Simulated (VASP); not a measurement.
Set up this calculation in VASP 6.6.1, as the native input.

* Task: single point
* Functional: r2SCAN
* Potentials or basis: VASP PAW PBE potentials, release 64 (Sb)
* Cutoff: 520 eV
* k mesh: 12 × 12 × 1
* Occupations: gaussian, width 0.01 eV
* Spin: no spin polarisation
* Dipole correction: yes
* Further INCAR settings: ALGO = Normal; EDIFF = 1e-07; NBANDS = 12

Sb, a slab with vacuum:

```
Sb
1.0
     3.89992    0.00000    0.00000
    -1.94996    3.37743    0.00000
     0.00000    0.00000   26.85525
Sb
2
Direct
  0.33333 0.66667 0.31358
  0.66667 0.33333 0.37633
```

This cell differs from its parent crystal: strain -5.0%.

One way to write it, as run:

POSCAR

```
Sb
1.0
    3.8999238406      0.0000000000      0.0000000000
   -1.9499619203      3.3774331188      0.0000000000
    0.0000000000      0.0000000000     26.8552477996
Sb
2
Direct
    0.3333333333      0.6666666667      0.3135771594
    0.6666666667      0.3333333333      0.3763298576
```

INCAR.step1

```
ALGO = Normal
DIPOL = 0.5 0.5 0.345
EDIFF = 1E-4
ENCUT = 520
GGA = PE
IDIPOL = 3
ISMEAR = 0
LASPH = T
LCHARG = F
LDIPOL = T
LREAL = F
LWAVE = T
NBANDS = 12
NELM = 80
PREC = Accurate
SIGMA = 0.01
```

INCAR.step2

```
ALGO = Normal
DIPOL = 0.5 0.5 0.345
EDIFF = 1E-7
ENCUT = 520
IDIPOL = 3
ISIF = 2
ISMEAR = 0
ISTART = 1
LASPH = T
LCHARG = F
LDIPOL = T
LMIXTAU = T
LREAL = F
LWAVE = F
METAGGA = R2SCAN
NBANDS = 12
NELM = 80
PREC = Accurate
SIGMA = 0.01
```

KPOINTS

```
k-points
0
Gamma
  12 12 1
```

Potentials or basis: VASP PAW PBE potentials, release 64 (Sb).

Command:

```bash
$ cat potpaw_PBE.64/Sb/POTCAR > POTCAR
$ cp INCAR.step1 INCAR
$ mpirun -np 1 vasp_std > vasp.out
$ cp INCAR.step2 INCAR
$ mpirun -np 1 vasp_std > vasp.out
```

Results of the run:

```
Largest force          : 0.118 eV/Å
Band gap on the k mesh : 0.86 eV (least direct gap 2.36 eV)
```

Caveat: the cell differs from its parent crystal (strain -5.0%); the PAW data sets were made with another functional, which shifts forces and pressure a little; spin-orbit coupling is left out, which moves the levels of the heavy elements.

Run time: 5.3 min on 1 thread of AMD EPYC 9R45 96-Core Processor (Zen 5), with other jobs on the host, peak memory 0.44 GiB.
